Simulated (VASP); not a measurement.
# VSi (zincblende type) (F-43m) in VASP: notebook, part 2 of 2

VASP 6.6.1. Earlier steps stand in the parts before.

## (4) Electric field gradients, PBE, collinear spin, ferromagnetic start (21.76 Å³/atom)

This run uses another cell than the first one, of 21.76 Å³/atom.

Contents of INCAR:

```
SYSTEM = VSi
PREC = Accurate ; ENCUT = 400
EDIFF = 1E-8 ; ISMEAR = -1
SIGMA = 0.05 ; LREAL = .FALSE.
LASPH = .TRUE. ; NELM = 200
ALGO = Normal ; ISIF = 2
LWAVE = .FALSE. ; LCHARG = .FALSE.
ISPIN = 2 ; MAGMOM = 1.5 0
LORBIT = 11 ; LMAXMIX = 4
GGA = PE ; LEFG = .TRUE.
NBANDS = 20 ; GGA_COMPAT = .FALSE.
```

Contents of KPOINTS:

```
regular mesh
0
G
  11 11 11
  0 0 0
```

Contents of POSCAR:

```
VSi
1.0
    0.0000000000      2.7919407143      2.7919407143
    2.7919407143      0.0000000000      2.7919407143
    2.7919407143      2.7919407143      0.0000000000
V Si
1 1
Direct
    0.0000000000      0.0000000000      0.0000000000
    0.2500000000      0.2500000000      0.2500000000
```

Potentials or basis: VASP PAW PBE potentials, release 64 (V_sv, Si).

Started as:

```console
$ cat potpaw_PBE.64/V_sv/POTCAR potpaw_PBE.64/Si/POTCAR > POTCAR
$ mpirun -np 1 vasp_std > vasp.out
```

OUTCAR:

```text
SYSTEM = VSi
   PREC = Accurate
   ENCUT = 400
   EDIFF = 1E-8
   ISMEAR = -1
   LREAL = .FALSE.
   LASPH = .TRUE.
   NELM = 200
   ISIF = 2
   ISPIN = 2
   LORBIT = 11
   GGA = PE

 ion  position               nearest neighbor table
   1  0.000  0.000  0.000-   2 2.42   2 2.42   2 2.42   2 2.42
   2  0.250  0.250  0.250-   1 2.42   1 2.42   1 2.42   1 2.42

  LATTYP: Found a face centered cubic cell.
 ALAT       =     5.5838814286

  Lattice vectors:

 A1 = (   0.0000000000,   2.7919407143,   2.7919407143)
 A2 = (   2.7919407143,   0.0000000000,   2.7919407143)
 A3 = (   2.7919407143,   2.7919407143,   0.0000000000)

Analysis of symmetry for initial positions (statically):
=====================================================================
 Subroutine PRICEL returns:
 Original cell was already a primitive cell.

 Routine SETGRP: Setting up the symmetry group for a
 face centered cubic supercell.

 Subroutine GETGRP returns: Found 24 space group operations
 (whereof 24 operations were pure point group operations)
 out of a pool of 48 trial point group operations.

The static configuration has the point symmetry T_d .

Analysis of symmetry for dynamics (positions and initial velocities):
=====================================================================
 Subroutine PRICEL returns:
 Original cell was already a primitive cell.

 Routine SETGRP: Setting up the symmetry group for a
 face centered cubic supercell.

 Subroutine GETGRP returns: Found 24 space group operations
 (whereof 24 operations were pure point group operations)
 out of a pool of 48 trial point group operations.

The dynamic configuration has the point symmetry T_d .

Analysis of structural, dynamic, and magnetic symmetry:
=====================================================================
 Subroutine PRICEL returns:
 Original cell was already a primitive cell.

 Routine SETGRP: Setting up the symmetry group for a
 face centered cubic supercell.

 Subroutine GETGRP returns: Found 24 space group operations
 (whereof 24 operations were pure point group operations)
 out of a pool of 48 trial point group operations.

The overall configuration has the point symmetry T_d .

 Subroutine INISYM returns: Found 24 space group operations
 (whereof 24 operations are pure point group operations),
 and found     1 'primitive' translations

----------------------------------------------------------------------------------------

                                     Primitive cell

  volume of cell :      43.5260

  direct lattice vectors                    reciprocal lattice vectors
     0.000000000  2.791940714  2.791940714    -0.179086897  0.179086897  0.179086897
     2.791940714  0.000000000  2.791940714     0.179086897 -0.179086897  0.179086897
     2.791940714  2.791940714  0.000000000     0.179086897  0.179086897 -0.179086897

  length of vectors
     3.948400424  3.948400424  3.948400424     0.310187605  0.310187605  0.310187605

  position of ions in fractional coordinates (direct lattice)
     0.000000000  0.000000000  0.000000000
     0.250000000  0.250000000  0.250000000

  ion indices of the primitive-cell ions
   primitive index   ion index
                 1           1
                 2           2

[... 104 lines left out ...]
  volume of cell :       43.53
 maximum number of plane-waves:       809
 NGX is ok and might be reduce to    28
   NGX = 13   NGY = 13   NGZ = 13

 number of electron      17.0000012 magnetization       0.7074110

 Free energy of the ion-electron system (eV)
  ---------------------------------------------------
  ext. energy  EPLUGINS =         0.00000000
  ---------------------------------------------------
  free energy    TOTEN  =       -12.39952944 eV

  energy without entropy =      -12.37735872  energy(sigma->0) =      -12.38844408

 E-fermi :   4.5215     XC(G=0):  -9.6708

 val. band max:        4.5085551361   @ k =   0.1818   0.0000   0.0000
 cond. band min:       4.5264567377   @ k =  -0.3636   0.3636   0.0000
 fundamental gap:      0.0179016015
 Fermi energy:         4.5214824637

 spin component 1

 k-point     1 :       0.0000    0.0000    0.0000
  band No.  band energies     occupation
      1     -59.9689      1.00000
      2     -33.8268      1.00000
      3     -33.8268      1.00000
      4     -33.8268      1.00000
      5      -3.9865      1.00000
      6       2.9270      1.00000
[... 541 lines left out ...]
     19      17.9102      0.00000
     20      18.9806      0.00000

 [... further k-points ...]

 spin component 2

 k-point     1 :       0.0000    0.0000    0.0000
  band No.  band energies     occupation
      1     -59.2668      1.00000
      2     -33.1307      1.00000
      3     -33.1307      1.00000
      4     -33.1307      1.00000
      5      -3.9664      1.00000
      6       3.2303      1.00000
[... 541 lines left out ...]
     19      17.9615      0.00000
     20      19.1101      0.00000

 [... further k-points ...]

------------------------ aborting loop because EDIFF is reached ----------------------------------------

  FORCE on cell =-STRESS in cart. coord.  units (eV):
  Direction    XX          YY          ZZ          XY          YZ          ZX
  --------------------------------------------------------------------------------------
  -------------------------------------------------------------------------------------
  Total       -0.6070947     -0.6070947     -0.6070947      0.0000000      0.0000000      0.0000000
  in kB      -22.3469587    -22.3469587    -22.3469587      0.0000000      0.0000000      0.0000000
  external PRESSURE =     -22.3469587 kB  Pullay stress =       0.0000000 kB

 VOLUME and BASIS-vectors are now :
 -----------------------------------------------------------------------------
  energy-cutoff  :      400.00
  volume of cell :       43.53
      direct lattice vectors                 reciprocal lattice vectors
     0.000000000  2.791940714  2.791940714    -0.179086897  0.179086897  0.179086897
     2.791940714  0.000000000  2.791940714     0.179086897 -0.179086897  0.179086897
     2.791940714  2.791940714  0.000000000     0.179086897  0.179086897 -0.179086897

 POSITION                                       TOTAL-FORCE (eV/Angst)
 -----------------------------------------------------------------------------------
      0.00000      0.00000      0.00000         0.000000      0.000000      0.000000
      1.39597      1.39597      1.39597        -0.000000     -0.000000     -0.000000
 -----------------------------------------------------------------------------------
    total drift:                               -0.000000     -0.000000     -0.000000

  FREE ENERGIE OF THE ION-ELECTRON SYSTEM (eV)
  ---------------------------------------------------
  free  energy   TOTEN  =       -12.3995294368 eV

  energy  without entropy=      -12.3773587204  energy(sigma->0) =      -12.38844408

 Electric field gradients (V/A^2)
---------------------------------------------------------------------
 ion       V_xx      V_yy      V_zz      V_xy      V_xz      V_yz
---------------------------------------------------------------------
   1      -0.000     0.000    -0.000    -0.000    -0.000    -0.000
   2      -0.000    -0.000    -0.000     0.000     0.000     0.000
---------------------------------------------------------------------

 Electric field gradients after diagonalization (V/A^2)
 (convention: |V_zz| > |V_xx| > |V_yy|)
----------------------------------------------------------------------
 ion       V_xx      V_yy      V_zz     asymmetry (V_yy - V_xx)/ V_zz
----------------------------------------------------------------------
   1       0.000     0.000    -0.001       0.000
   2      -0.000    -0.000     0.000       0.000
----------------------------------------------------------------------

           NMR quadrupolar parameters

 Cq : quadrupolar parameter    Cq=e*Q*V_zz/h
 eta: asymmetry parameters     (V_yy - V_xx)/ V_zz
 Q  : nuclear electric quadrupole moment in mb (millibarn)
----------------------------------------------------------------------
 ion       Cq(MHz)       eta       Q (mb)
----------------------------------------------------------------------
   1      -0.000       0.000       1.000
   2       0.000       0.000       1.000
----------------------------------------------------------------------

 total charge

# of ion       s       p       d       tot
------------------------------------------
    1        2.267   6.135   3.035  11.438
    2        0.819   0.937   0.000   1.756
--------------------------------------------------
tot          3.086   7.072   3.035  13.194

 magnetization (x)

# of ion       s       p       d       tot
------------------------------------------
    1        0.007  -0.002   0.693   0.698
    2       -0.010  -0.050   0.000  -0.060
--------------------------------------------------
tot         -0.003  -0.053   0.693   0.638
```

OSZICAR:

```text
N       E                     dE             d eps       ncg     rms          rms(c)
DAV:   1     0.105932141879E+03    0.10593E+03   -0.69622E+03  4544   0.659E+02
DAV:   2    -0.123799095633E+02   -0.11831E+03   -0.11340E+03  4784   0.224E+02
DAV:   3    -0.152879720460E+02   -0.29081E+01   -0.28831E+01  5300   0.374E+01
[... 11 lines left out ...]
DAV:  15    -0.123995281864E+02   -0.12020E-04   -0.29050E-05  5132   0.299E-02    0.133E-02
DAV:  16    -0.123995299185E+02   -0.17321E-05   -0.24774E-06  5048   0.114E-02    0.553E-03
DAV:  17    -0.123995295980E+02    0.32050E-06   -0.27978E-07  4864   0.340E-03    0.182E-03
DAV:  18    -0.123995294490E+02    0.14898E-06   -0.61968E-08  4748   0.189E-03    0.660E-04
DAV:  19    -0.123995294289E+02    0.20085E-07   -0.10490E-08  4316   0.834E-04    0.440E-04
DAV:  20    -0.123995294368E+02   -0.78130E-08   -0.34396E-09  2708   0.402E-04
   1 F= -.12399529E+02 E0= -.12388444E+02  d E =-.221707E-01  mag=     0.7074
```

It took 2.4 min on 1 thread of Intel Xeon 8259CL, shared host; peak memory 0.2 GiB.

What came out:

```
Free energy                                           : -12.3995 eV
Pressure                                              : -2.2 GPa
Net moment                                            : 0.71 μB per cell
Site moments                                          : V +0.70; Si -0.06 μB
Largest electric field gradient by atom               : zero within the noise of the run
Valence electrons inside the program's atomic spheres : V 11.44; Si 1.76
```

## (5) Electric field gradients, PBE, collinear spin, ferromagnetic start (22.40 Å³/atom)

This run uses another cell than the first one, of 22.40 Å³/atom.

Contents of INCAR:

```
SYSTEM = VSi
PREC = Accurate
ENCUT = 400
EDIFF = 1E-8
ISMEAR = -1
SIGMA = 0.05
LREAL = .FALSE.
LASPH = .TRUE.
NELM = 200
ALGO = Normal
ISIF = 2
LWAVE = .FALSE.
LCHARG = .FALSE.
ISPIN = 2
MAGMOM = 1.5 0
LORBIT = 11
LMAXMIX = 4
GGA = PE
LEFG = .TRUE.
NBANDS = 20
GGA_COMPAT = .FALSE.
```

Contents of KPOINTS:

```
Automatic mesh
0
G
  11 11 11
  0 0 0
```

Contents of POSCAR:

```
VSi
1.0
    0.0000000000      2.8187879450      2.8187879450
    2.8187879450      0.0000000000      2.8187879450
    2.8187879450      2.8187879450      0.0000000000
V Si
1 1
Direct
    0.0000000000      0.0000000000      0.0000000000
    0.2500000000      0.2500000000      0.2500000000
```

Potentials or basis: VASP PAW PBE potentials, release 64 (V_sv, Si).

Started as:

```console
$ cat potpaw_PBE.64/V_sv/POTCAR potpaw_PBE.64/Si/POTCAR > POTCAR
$ mpirun -np 1 vasp_std > vasp.out
```

OUTCAR:

```text
SYSTEM = VSi
   PREC = Accurate
   ENCUT = 400
   EDIFF = 1E-8
   ISMEAR = -1
   LREAL = .FALSE.
   LASPH = .TRUE.
   NELM = 200
   ISIF = 2
   ISPIN = 2
   LORBIT = 11
   GGA = PE

 ion  position               nearest neighbor table
   1  0.000  0.000  0.000-   2 2.44   2 2.44   2 2.44   2 2.44
   2  0.250  0.250  0.250-   1 2.44   1 2.44   1 2.44   1 2.44

  LATTYP: Found a face centered cubic cell.
 ALAT       =     5.6375758900

  Lattice vectors:

 A1 = (   0.0000000000,   2.8187879450,   2.8187879450)
 A2 = (   2.8187879450,   0.0000000000,   2.8187879450)
 A3 = (   2.8187879450,   2.8187879450,   0.0000000000)

Analysis of symmetry for initial positions (statically):
=====================================================================
 Subroutine PRICEL returns:
 Original cell was already a primitive cell.

 Routine SETGRP: Setting up the symmetry group for a
 face centered cubic supercell.

 Subroutine GETGRP returns: Found 24 space group operations
 (whereof 24 operations were pure point group operations)
[... 1321 lines left out ...]
    total drift:                                0.000000      0.000000     -0.000000

  FREE ENERGIE OF THE ION-ELECTRON SYSTEM (eV)
  ---------------------------------------------------
  free  energy   TOTEN  =       -12.3796498242 eV

  energy  without entropy=      -12.3557517757  energy(sigma->0) =      -12.36770080

 Electric field gradients (V/A^2)
---------------------------------------------------------------------
 ion       V_xx      V_yy      V_zz      V_xy      V_xz      V_yz
---------------------------------------------------------------------
   1      -0.000     0.000    -0.000    -0.001    -0.001    -0.001
   2      -0.000    -0.000     0.000     0.000     0.000     0.000
---------------------------------------------------------------------

 Electric field gradients after diagonalization (V/A^2)
 (convention: |V_zz| > |V_xx| > |V_yy|)
----------------------------------------------------------------------
 ion       V_xx      V_yy      V_zz     asymmetry (V_yy - V_xx)/ V_zz
----------------------------------------------------------------------
   1       0.001     0.001    -0.003       0.000
   2      -0.000    -0.000     0.000       0.000
----------------------------------------------------------------------

           NMR quadrupolar parameters

 Cq : quadrupolar parameter    Cq=e*Q*V_zz/h
 eta: asymmetry parameters     (V_yy - V_xx)/ V_zz
 Q  : nuclear electric quadrupole moment in mb (millibarn)
----------------------------------------------------------------------
 ion       Cq(MHz)       eta       Q (mb)
----------------------------------------------------------------------
   1      -0.000       0.000       1.000
   2       0.000       0.000       1.000
----------------------------------------------------------------------

 total charge

# of ion       s       p       d       tot
------------------------------------------
    1        2.263   6.128   3.019  11.410
    2        0.816   0.926   0.000   1.741
--------------------------------------------------
tot          3.079   7.053   3.019  13.151

 magnetization (x)

# of ion       s       p       d       tot
------------------------------------------
    1        0.008  -0.003   0.841   0.846
    2       -0.012  -0.065   0.000  -0.076
--------------------------------------------------
tot         -0.004  -0.067   0.841   0.769
```

stdout:

```text
POSCAR found type information on POSCAR V Si
 POSCAR found :  2 types and       2 ions
 scaLAPACK will be used
 LDA part: xc-table for (Slater+PW92), standard interpolation
 POSCAR, INCAR and KPOINTS ok, starting setup
 FFT: planning ... GRIDC
 FFT: planning ... GRID_SOFT
 FFT: planning ... GRID
 WAVECAR not read
 entering main loop
ion   1

ion   2
```

Wall time 2.3 min (1 thread of Intel Xeon 8259CL, shared host); peak memory 0.2 GiB.

Results:

```
Free energy                                           : -12.3796 eV
Pressure                                              : -3.7 GPa
Net moment                                            : 0.85 μB per cell
Site moments                                          : V +0.85; Si -0.08 μB
Largest electric field gradient by atom               : zero within the noise of the run
Valence electrons inside the program's atomic spheres : V 11.41; Si 1.74
```

Caveat: the cell stands under tension.

## (6) Summary

| cell | gap on the mesh (eV) | pressure (GPa) | moment (μB) |
| --- | --- | --- | --- |
| a = 3.870 Å, angles 60.0°, 2 atoms | none | 1.9 | 0.44 |
| a = 3.910 Å, angles 60.0°, 2 atoms | none | -0.4 | 0.55 |
| a = 3.948 Å, angles 60.0°, 2 atoms | none | -2.2 | 0.71 |
| a = 3.986 Å, angles 60.0°, 2 atoms | none | -3.7 | 0.85 |

Alike in all rows: task electric field gradients; level PBE; potentials or basis VASP PAW PBE potentials, release 64 (V_sv, Si); spin collinear, ferromagnetic start; k mesh 11 × 11 × 11; cutoff (eV) 400; smearing fermi-dirac 0.05 eV.

Caveats: the cell stands under tension (at least some runs).

Absolute energies hang on the potentials; compare differences alone.
